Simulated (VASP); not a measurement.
# Na in VASP: notebook, part 2 of 2

VASP 6.6.1. Earlier steps stand in the parts before.

## (5) Density of states, PBEsol

POSCAR reads:

```
Na
1.0
   -2.1175000000      2.1175000000      2.1175000000
    2.1175000000     -2.1175000000      2.1175000000
    2.1175000000      2.1175000000     -2.1175000000
Na
1
Direct
    0.0000000000      0.0000000000      0.0000000000
```

INCAR.step1 reads:

```
  PREC = Accurate
  ENCUT = 520
  EDIFF = 1E-7
  ISMEAR = -1
  SIGMA = 0.03
  LREAL = F
  LASPH = T
  NELM = 80
  ALGO = Normal
  ISIF = 2
  LWAVE = F
  LCHARG = T
  GGA = PS
  NBANDS = 10
```

KPOINTS.step1 reads:

```
regular mesh
0
Gamma
  11 11 11
```

INCAR.step2 reads:

```
  PREC = Accurate
  ENCUT = 520
  EDIFF = 1E-7
  ISMEAR = -5
  SIGMA = 0.03
  LREAL = F
  LASPH = T
  NELM = 80
  ALGO = Normal
  ISIF = 2
  LWAVE = F
  LCHARG = F
  GGA = PS
  LORBIT = 11
  NBANDS = 10
  NEDOS = 2001
  ICHARG = 11
```

KPOINTS.step2 reads:

```
regular mesh
0
Gamma
  17 17 17
```

Potentials or basis: VASP PAW PBE potentials, release 64 (Na_pv).

The run is started by

```sh
$ cat potpaw_PBE.64/Na_pv/POTCAR > POTCAR
$ cp INCAR.step1 INCAR
$ cp KPOINTS.step1 KPOINTS
$ mpirun -np 1 vasp_std > vasp.out
$ cp INCAR.step2 INCAR
$ cp KPOINTS.step2 KPOINTS
$ mpirun -np 1 vasp_std > vasp.out
```

OUTCAR:

```text
PREC = Accurate
   ENCUT = 520
   EDIFF = 1E-7
   ISMEAR = -5
   LREAL = F
   LASPH = T
   NELM = 80
   ISIF = 2
   GGA = PS
   LORBIT = 11
   ICHARG = 11

 ion  position               nearest neighbor table
   1  0.000  0.000  0.000-

  LATTYP: Found a body centered cubic cell.
 ALAT       =     4.2350000000

  Lattice vectors:

 A1 = (  -2.1175000000,   2.1175000000,   2.1175000000)
 A2 = (   2.1175000000,  -2.1175000000,   2.1175000000)
 A3 = (   2.1175000000,   2.1175000000,  -2.1175000000)

Analysis of symmetry for initial positions (statically):
=====================================================================
 Subroutine PRICEL returns:
 Original cell was already a primitive cell.

 Routine SETGRP: Setting up the symmetry group for a
 body centered cubic supercell.

 Subroutine GETGRP returns: Found 48 space group operations
 (whereof 48 operations were pure point group operations)
 out of a pool of 48 trial point group operations.

The static configuration has the point symmetry O_h .

Analysis of symmetry for dynamics (positions and initial velocities):
=====================================================================
 Subroutine PRICEL returns:
 Original cell was already a primitive cell.

 Routine SETGRP: Setting up the symmetry group for a
 body centered cubic supercell.

 Subroutine GETGRP returns: Found 48 space group operations
 (whereof 48 operations were pure point group operations)
 out of a pool of 48 trial point group operations.

The dynamic configuration has the point symmetry O_h .

 Subroutine INISYM returns: Found 48 space group operations
 (whereof 48 operations are pure point group operations),
 and found     1 'primitive' translations

----------------------------------------------------------------------------------------

[... 116 lines left out ...]
   LORBIT       =     11    0 simple, 1 ext, 2 COOP (PROOUT), +10 PAW based schemes
   GGA     = PS    functional components
   LHFCALC =     F    Hartree Fock is set to
   AEXX    =    0.0000 exact exchange contribution
   IVDW    =     0    specifies the selected vdW correction
   LEPSILON=     F    determine dielectric tensor
   LRPA    =     F    only Hartree local field effects (RPA)
 non-spin polarized calculation
 Fermi weights with tetrahedron method with Bloechl corrections
  energy-cutoff  :      520.00
  volume of cell :       37.98
 maximum number of plane-waves:      1055

 number of electron       7.0000012 magnetization

 Free energy of the ion-electron system (eV)
  ---------------------------------------------------
  ext. energy  EPLUGINS =         0.00000000
  ---------------------------------------------------
  free energy    TOTEN  =        -1.39756387 eV

  energy without entropy =       -1.39756387  energy(sigma->0) =       -1.39756387

 E-fermi :   0.2647     XC(G=0):  -6.4377

 val. band max:        0.2115220266   @ k =  -0.3529   0.4118   0.1765
 cond. band min:       0.3178396547   @ k =   0.4118   0.0588   0.0000
 fundamental gap:      0.1063176281
 Fermi energy:         0.2646671446

 k-point     1 :       0.0000    0.0000    0.0000
  band No.  band energies     occupation
      1     -24.5668      2.00000
      2     -24.5668      2.00000
      3     -24.5668      2.00000
      4      -2.9886      2.00000
      5      11.8144      0.00000
      6      11.8144      0.00000
      7      11.8144      0.00000
      8      12.8045      0.00000
      9      12.8048      0.00000
     10      13.3369      0.00000
[... 287 lines left out ...]
 k-point    24 :       0.1765    0.1765    0.0000
  band No.  band energies     occupation
      1     -24.5878      2.00000
      2     -24.5738      2.00000
      3     -24.5689      2.00000
      4      -1.3930      2.00000
      5       5.8709      0.00000
      6       6.5698      0.00000
      7       9.2143      0.00000
      8      11.4617      0.00000
      9      12.3674      0.00000
     10      14.7605      0.00000

 [... further k-points ...]

------------------------ aborting loop because EDIFF is reached ----------------------------------------

  FORCE on cell =-STRESS in cart. coord.  units (eV):
  Direction    XX          YY          ZZ          XY          YZ          ZX
  --------------------------------------------------------------------------------------
  -------------------------------------------------------------------------------------
  Total       -0.0792437     -0.0792437     -0.0792437      0.0000000     -0.0000000      0.0000000
  in kB       -3.3430652     -3.3430652     -3.3430652      0.0000000     -0.0000000      0.0000000
  external PRESSURE =      -3.3430652 kB  Pullay stress =       0.0000000 kB

 VOLUME and BASIS-vectors are now :
 -----------------------------------------------------------------------------
  energy-cutoff  :      520.00
  volume of cell :       37.98
      direct lattice vectors                 reciprocal lattice vectors
    -2.117500000  2.117500000  2.117500000     0.000000000  0.236127509  0.236127509
     2.117500000 -2.117500000  2.117500000     0.236127509  0.000000000  0.236127509
     2.117500000  2.117500000 -2.117500000     0.236127509  0.236127509  0.000000000

 POSITION                                       TOTAL-FORCE (eV/Angst)
 -----------------------------------------------------------------------------------
      0.00000      0.00000      0.00000         0.000000      0.000000      0.000000
 -----------------------------------------------------------------------------------
    total drift:                               -0.000000     -0.000000      0.000000

  FREE ENERGIE OF THE ION-ELECTRON SYSTEM (eV)
  ---------------------------------------------------
  free  energy   TOTEN  =        -1.3975638657 eV

  energy  without entropy=       -1.3975638657  energy(sigma->0) =       -1.39756387

 total charge

# of ion       s       p       d       tot
------------------------------------------
    1        0.095   5.966   0.000   6.061
```

OUTCAR.step1:

```text
PREC = Accurate
   ENCUT = 520
   EDIFF = 1E-7
   ISMEAR = -1
   LREAL = F
[... 527 lines left out ...]

 POSITION                                       TOTAL-FORCE (eV/Angst)
 -----------------------------------------------------------------------------------
      0.00000      0.00000      0.00000        -0.000000      0.000000     -0.000000
 -----------------------------------------------------------------------------------
    total drift:                               -0.000000     -0.000000     -0.000000

  FREE ENERGIE OF THE ION-ELECTRON SYSTEM (eV)
  ---------------------------------------------------
  free  energy   TOTEN  =        -1.4009326875 eV

  energy  without entropy=       -1.3997324811  energy(sigma->0) =       -1.40033258
```

OSZICAR.step1:

```text
N       E                     dE             d eps       ncg     rms          rms(c)
DAV:   1     0.276372372350E+02    0.27637E+02   -0.37597E+03  1122   0.586E+02
DAV:   2    -0.747738475130E+00   -0.28385E+02   -0.28282E+02  1142   0.151E+02
DAV:   3    -0.139721603544E+01   -0.64948E+00   -0.64908E+00  1398   0.242E+01
DAV:   4    -0.140289963155E+01   -0.56836E-02   -0.56833E-02  1314   0.215E+00
DAV:   5    -0.140297759775E+01   -0.77966E-04   -0.77966E-04  1330   0.253E-01    0.234E-01
DAV:   6    -0.140140091537E+01    0.15767E-02   -0.27715E-03  1340   0.765E-01    0.142E-01
DAV:   7    -0.140098537627E+01    0.41554E-03   -0.24954E-03  1256   0.649E-01    0.456E-02
DAV:   8    -0.140093232099E+01    0.53055E-04   -0.20059E-04  1302   0.245E-01    0.208E-03
DAV:   9    -0.140093260386E+01   -0.28287E-06   -0.79922E-07  1330   0.954E-03    0.115E-03
DAV:  10    -0.140093268753E+01   -0.83670E-07   -0.38161E-08  1194   0.129E-03
   1 F= -.14009327E+01 E0= -.14003326E+01  d E =-.120021E-02
```

It took 21 s on 1 thread of Intel Xeon 6975P-C (Granite Rapids), shared host; peak memory 0.17 GiB.

What came out:

* Valence electrons inside the program's atomic spheres: Na 6.06

Caveat: the PAW data sets were made with another functional, which shifts forces and pressure a little; tetrahedron occupations give inexact forces and stress in metals.

## (6) Overview

```csv
task,cell,k mesh for the DOS,occupations for the DOS,gap on the mesh (eV),pressure (GPa)
electric field gradients,"a = 3.643 Å, angles 108.9°, 1 atom",-,-,none,-0.3
electric field gradients,"a = 3.668 Å, angles 109.5°, 1 atom",-,-,none,-0.3
density of states,"a = 3.668 Å, angles 109.5°, 1 atom",17 × 17 × 17,tetrahedron,-,-
```

Alike in all rows: level PBEsol; potentials or basis VASP PAW PBE potentials, release 64 (Na_pv); no spin polarisation; k mesh 11 × 11 × 11; cutoff (eV) 520; smearing fermi-dirac 0.03 eV.

Caveats: the PAW data sets were made with another functional, which shifts forces and pressure a little; tetrahedron occupations give inexact forces and stress in metals (some runs).

Total energies depend on the potentials used, so only differences within one code and one set of settings carry meaning.
